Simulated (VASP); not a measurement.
# Br (Cmce) in VASP: settings compared

Aim: see how the results for Br move with the level of theory and the settings. Levels: LDA, HF, RPBE. Tasks: single point.

Program: VASP 6.6.1. These are calculated values, not measurements. Logs are shortened: lines on timing, memory, paths and dates and some standing lists are left out, and cuts for length are marked.

## (1) The cell of the first run

The structure is orthorhombic, space group Cmce (No. 64). The conventional cell has a = 6.858 Å, b = 4.736 Å, c = 8.873 Å, α = 90.00°, β = 90.00°, γ = 90.00°. Within 3.1 Å of Br (site symmetry m) lie 1 Br at 2.33 Å.

## (2) Single point, LDA

The input, INCAR:

```
PREC = Accurate
ENCUT = 520
EDIFF = 1E-6
ISMEAR = -1
SIGMA = 0.05
LREAL = False
LASPH = True
NELM = 60
ALGO = Normal
ISIF = 2
LWAVE = False
LCHARG = False
GGA = CA
NBANDS = 22
```

The input, KPOINTS:

```
regular mesh
0
Gamma
  7 7 3
```

The input, POSCAR:

```
Br
1.0
    3.4292128250     -2.3681017607      0.0000000000
    3.4292128250      2.3681017607      0.0000000000
    0.0000000000      0.0000000000      8.8729766646
Br
4
Direct
    0.3651000000      0.6349000000      0.3901000000
    0.1349000000      0.8651000000      0.8901000000
    0.6349000000      0.3651000000      0.6099000000
    0.8651000000      0.1349000000      0.1099000000
```

Potentials or basis: VASP PAW LDA potentials, release 64 (Br).

The run is started by

```bash
$ cat potpaw_LDA.64/Br/POTCAR > POTCAR
$ mpirun -np 1 vasp_std > vasp.out
```

OUTCAR:

```text
PREC = Accurate
   ENCUT = 520
   EDIFF = 1E-6
   ISMEAR = -1
   LREAL = False
   LASPH = True
   NELM = 60
   ISIF = 2
   GGA = CA

 ion  position               nearest neighbor table
   1  0.365  0.635  0.390-   3 2.33
   2  0.135  0.865  0.890-   4 2.33
   3  0.635  0.365  0.610-   1 2.33
   4  0.865  0.135  0.110-   2 2.33

  LATTYP: Found a base centered orthorhombic cell.
 ALAT       =     4.7362035214
 B/A-ratio  =     1.4480850789
 C/A-ratio  =     1.8734365245

  Lattice vectors:

 A1 = (  -3.4292128250,  -2.3681017607,   0.0000000000)
 A2 = (   3.4292128250,  -2.3681017607,   0.0000000000)
 A3 = (   0.0000000000,   0.0000000000,   8.8729766646)

Analysis of symmetry for initial positions (statically):
=====================================================================
 Subroutine PRICEL returns:
 Original cell was already a primitive cell.

 Routine SETGRP: Setting up the symmetry group for a
 base centered orthorhombic supercell.

 Subroutine GETGRP returns: Found  8 space group operations
 (whereof  4 operations were pure point group operations)
 out of a pool of  8 trial point group operations.

The static configuration has the point symmetry C_2h.
 The point group associated with its full space group is D_2h.

Analysis of symmetry for dynamics (positions and initial velocities):
=====================================================================
 Subroutine PRICEL returns:
 Original cell was already a primitive cell.

 Routine SETGRP: Setting up the symmetry group for a
 base centered orthorhombic supercell.

 Subroutine GETGRP returns: Found  8 space group operations
 (whereof  4 operations were pure point group operations)
 out of a pool of  8 trial point group operations.

The dynamic configuration has the point symmetry C_2h.
 The point group associated with its full space group is D_2h.

 Subroutine INISYM returns: Found  8 space group operations
 (whereof  4 operations are pure point group operations),
 and found     1 'primitive' translations

----------------------------------------------------------------------------------------

                                     Primitive cell

  volume of cell :     144.1100

  direct lattice vectors                    reciprocal lattice vectors
     3.429212825 -2.368101761  0.000000000     0.145806057 -0.211139575  0.000000000
     3.429212825  2.368101761  0.000000000     0.145806057  0.211139575  0.000000000
     0.000000000  0.000000000  8.872976665     0.000000000  0.000000000  0.112701750

  length of vectors
     4.167422051  4.167422051  8.872976665     0.256591751  0.256591751  0.112701750

  position of ions in fractional coordinates (direct lattice)
     0.365100000  0.634900000  0.390100000
     0.134900000  0.865100000  0.890100000
     0.634900000  0.365100000  0.609900000
     0.865100000  0.134900000  0.109900000

  ion indices of the primitive-cell ions
   primitive index   ion index
                 1           1
                 2           2
                 3           3
                 4           4

----------------------------------------------------------------------------------------

 KPOINTS: regular mesh

Automatic generation of k-mesh.
 Grid dimensions read from file:
 generate k-points for:    7    7    3

 Generating k-lattice:

  Cartesian coordinates                     Fractional coordinates (reciprocal lattice)
     0.020829437 -0.030162796  0.000000000     0.142857143  0.000000000  0.000000000
     0.020829437  0.030162796  0.000000000     0.000000000  0.142857143  0.000000000
     0.000000000  0.000000000  0.037567250     0.000000000  0.000000000  0.333333333

  Length of vectors
     0.036655964  0.036655964  0.037567250

  Shift w.r.t. Gamma in fractional coordinates (k-lattice)
     0.000000000  0.000000000  0.000000000

 Subroutine IBZKPT returns following result:
 ===========================================

 Found     32 irreducible k-points:

 Following reciprocal coordinates:
            Coordinates               Weight
  0.000000  0.000000  0.000000      1.000000
  0.142857  0.000000  0.000000      4.000000
  0.285714  0.000000  0.000000      4.000000
  0.428571 -0.000000  0.000000      4.000000
  0.142857  0.142857  0.000000      2.000000
  0.285714  0.142857  0.000000      4.000000
[... 16 lines left out ...]
  0.428571  0.142857  0.333333      8.000000
 -0.428571  0.142857  0.333333      8.000000
 [... further k-points ...]
   k-points           NKPTS =     32   k-points in BZ     NKDIM =     32   number of bands    NBANDS=     22
   number of dos      NEDOS =    301   number of ions     NIONS =      4
   total plane-waves  NPLWV =  71680
   dimension x,y,z NGX =    32 NGY =   32 NGZ =   70
   dimension x,y,z NGXF=    64 NGYF=   64 NGZF=  140
   ions per type =               4
   NGX,Y,Z   is equivalent  to a cutoff of  12.77, 12.77, 13.12 a.u.
   NGXF,Y,Z  is equivalent  to a cutoff of  25.53, 25.53, 26.23 a.u.
 SYSTEM =  unknown system
   PREC   = accura    normal or accurate (medium, high low for compatibility)
   ISTART =      0    job   : 0-new  1-cont  2-samecut
   ICHARG =      2    charge: 1-file 2-atom 10-const
   ISPIN  =      1    spin polarized calculation?
   LNONCOLLINEAR =      F non collinear calculations
   LSORBIT =      F    spin-orbit coupling
   LASPH  =      T    aspherical Exc in radial PAW
   ENCUT  =  520.0 eV  38.22 Ry    6.18 a.u.   7.75  7.75 16.50*2*pi/ulx,y,z
   NELM   =     60;   NELMIN=  2; NELMDL= -5     # of ELM steps
   EDIFF  = 0.1E-05   stopping-criterion for ELM
   LREAL  =      F    real-space projection
   EDIFFG = 0.1E-04   stopping-criterion for IOM
   NSW    =      0    number of steps for IOM
   IBRION =     -1    ionic relax: 0-MD 1-quasi-New 2-CG
   NFREE  =      0    steps in history (QN), initial steepest desc. (CG)
   ISIF   =      2    stress and relaxation
   ISYM   =      2    0-nonsym 1-usesym 2-fastsym
   POTIM  = 0.5000    time-step for ionic-motion
   TEBEG  =    0.0;   TEEND  =   0.0 temperature during run
   PSTRESS=    0.0 pullay stress
   NELECT =      28.0000    total number of electrons
   NUPDOWN=      -1.0000    fix difference up-down
   EMIN   =  10.00;   EMAX   =-10.00  energy-range for DOS
   EFERMI =   0.00;   METHOD = LEGACY
   ISMEAR =    -1;   SIGMA  =   0.05  broadening in eV -4-tet -1-fermi 0-gaus
   EFERMI_NEDOS =   21; number of points for ismear=-14 and -15
   IALGO  =     38    algorithm
   IMIX   =      4    mixing-type and parameters
     AMIX     =   0.40;   BMIX     =  1.00
     AMIX_MAG =   1.60;   BMIX_MAG =  1.00
  volume/ion in A,a.u.               =      36.03       243.13
  Fermi-wavevector in a.u.,A,eV,Ry     =   0.948192  1.791822 12.232555  0.899067
  Thomas-Fermi vector in A             =   2.076357
   LORBIT       =      0    0 simple, 1 ext, 2 COOP (PROOUT), +10 PAW based schemes
   GGA     = CA    functional components
   LHFCALC =     F    Hartree Fock is set to
   AEXX    =    0.0000 exact exchange contribution
   IVDW    =     0    specifies the selected vdW correction
   LEPSILON=     F    determine dielectric tensor
   LRPA    =     F    only Hartree local field effects (RPA)
 non-spin polarized calculation
  energy-cutoff  :      520.00
  volume of cell :      144.11
 maximum number of plane-waves:      3901
   NGX = 15   NGY = 15   NGZ = 33

 number of electron      27.9999994 magnetization

 Free energy of the ion-electron system (eV)
  ---------------------------------------------------
  ext. energy  EPLUGINS =         0.00000000
  ---------------------------------------------------
  free energy    TOTEN  =        -7.98032492 eV

  energy without entropy =       -7.98032486  energy(sigma->0) =       -7.98032489

 E-fermi :  -0.0387     XC(G=0):  -8.0950

 val. band max:       -0.8646927977   @ k =  -0.4286   0.4286   0.0000
 cond. band min:       0.7181826658   @ k =   0.0000   0.0000   0.0000
 fundamental gap:      1.5828754635
 Fermi energy:        -0.0386993124

 k-point     1 :       0.0000    0.0000    0.0000
  band No.  band energies     occupation
      1     -16.4928      2.00000
      2     -16.2090      2.00000
      3     -13.9103      2.00000
      4     -13.3420      2.00000
      5      -5.5749      2.00000
      6      -4.6906      2.00000
[... 14 lines left out ...]
     21       7.9607      0.00000
     22       8.2611      0.00000

 k-point     2 :       0.1429    0.0000    0.0000
  band No.  band energies     occupation
      1     -16.4559      2.00000
      2     -16.1978      2.00000
      3     -13.8831      2.00000
      4     -13.3733      2.00000
      5      -5.5751      2.00000
      6      -4.7716      2.00000
[... 14 lines left out ...]
     21       7.9016      0.00000
     22       8.2324      0.00000

 k-point     3 :       0.2857    0.0000    0.0000
  band No.  band energies     occupation
      1     -16.3627      2.00000
      2     -16.1801      2.00000
      3     -13.8086      2.00000
      4     -13.4595      2.00000
      5      -5.5703      2.00000
      6      -5.0085      2.00000
[... 14 lines left out ...]
     21       8.0485      0.00000
     22       8.5799      0.00000

 k-point     4 :       0.4286   -0.0000    0.0000
  band No.  band energies     occupation
      1     -16.2587      2.00000
      2     -16.1923      2.00000
      3     -13.7017      2.00000
      4     -13.5783      2.00000
      5      -5.5061      2.00000
      6      -5.3064      2.00000
[... 14 lines left out ...]
     21       8.4810      0.00000
     22       9.3821      0.00000

 k-point     5 :       0.1429    0.1429    0.0000
  band No.  band energies     occupation
      1     -16.4565      2.00000
      2     -16.1841      2.00000
      3     -13.8829      2.00000
      4     -13.3433      2.00000
      5      -5.5465      2.00000
      6      -4.7332      2.00000
[... 417 lines left out ...]
 k-point    22 :       0.2857    0.1429    0.3333
  band No.  band energies     occupation
      1     -16.3414      2.00000
      2     -16.2240      2.00000
      3     -13.7171      2.00000
      4     -13.4893      2.00000
      5      -5.3877      2.00000
      6      -5.0548      2.00000
[... 14 lines left out ...]
     21       8.0172      0.00000
     22       8.2928      0.00000

 k-point    23 :       0.4286    0.1429    0.3333
  band No.  band energies     occupation
      1     -16.2671      2.00000
      2     -16.1913      2.00000
      3     -13.6859      2.00000
      4     -13.5446      2.00000
      5      -5.3905      2.00000
      6      -5.1638      2.00000
[... 14 lines left out ...]
     21       7.8319      0.00000
     22       8.3052      0.00000

 k-point    24 :      -0.4286    0.1429    0.3333
  band No.  band energies     occupation
      1     -16.2178      2.00000
      2     -16.2012      2.00000
      3     -13.6485      2.00000
      4     -13.6198      2.00000
      5      -5.3302      2.00000
      6      -5.2910      2.00000
[... 14 lines left out ...]
     21       8.4797      0.00000
     22       8.6239      0.00000

 [... further k-points ...]
[... 5 lines left out ...]
  --------------------------------------------------------------------------------------
  -------------------------------------------------------------------------------------
  Total       -1.0419609     -2.7317437     -2.9086521      0.0000000      0.0000000      0.0000000
  in kB      -11.5842488    -30.3708112    -32.3376328      0.0000000      0.0000000      0.0000000
  external PRESSURE =     -24.7642309 kB  Pullay stress =       0.0000000 kB

 VOLUME and BASIS-vectors are now :
 -----------------------------------------------------------------------------
  energy-cutoff  :      520.00
  volume of cell :      144.11
      direct lattice vectors                 reciprocal lattice vectors
     3.429212825 -2.368101761  0.000000000     0.145806057 -0.211139575  0.000000000
     3.429212825  2.368101761  0.000000000     0.145806057  0.211139575  0.000000000
     0.000000000  0.000000000  8.872976665     0.000000000  0.000000000  0.112701750

 POSITION                                       TOTAL-FORCE (eV/Angst)
 -----------------------------------------------------------------------------------
      3.42921      0.63891      3.46135         0.000000     -0.048342     -0.152387
      3.42921      1.72919      7.89784         0.000000      0.048342     -0.152387
      3.42921     -0.63891      5.41163         0.000000      0.048342      0.152387
      3.42921     -1.72919      0.97514         0.000000     -0.048342      0.152387
 -----------------------------------------------------------------------------------
    total drift:                                0.000000      0.000000     -0.000000

  FREE ENERGIE OF THE ION-ELECTRON SYSTEM (eV)
  ---------------------------------------------------
  free  energy   TOTEN  =        -7.9803249207 eV

  energy  without entropy=       -7.9803248555  energy(sigma->0) =       -7.98032489
```

Wall time 48 s (1 thread of Intel Xeon Platinum 8488C (Sapphire Rapids), shared host); peak memory 0.23 GiB.

What came out:

```
Free energy            : -7.9803 eV
Pressure               : -2.5 GPa
Largest force          : 0.160 eV/Å
Band gap on the k mesh : 1.58 eV (least direct gap 1.60 eV)
```

Forces in eV/Å, atoms in the order of the input:
```
Br   0.000 -0.048 -0.152
Br   0.000  0.048 -0.152
Br   0.000  0.048  0.152
Br   0.000 -0.048  0.152
```

A k mesh can miss the band edges. As with any semilocal functional, this LDA gap is likely too small.

(Part 1 of 2 ends here.)
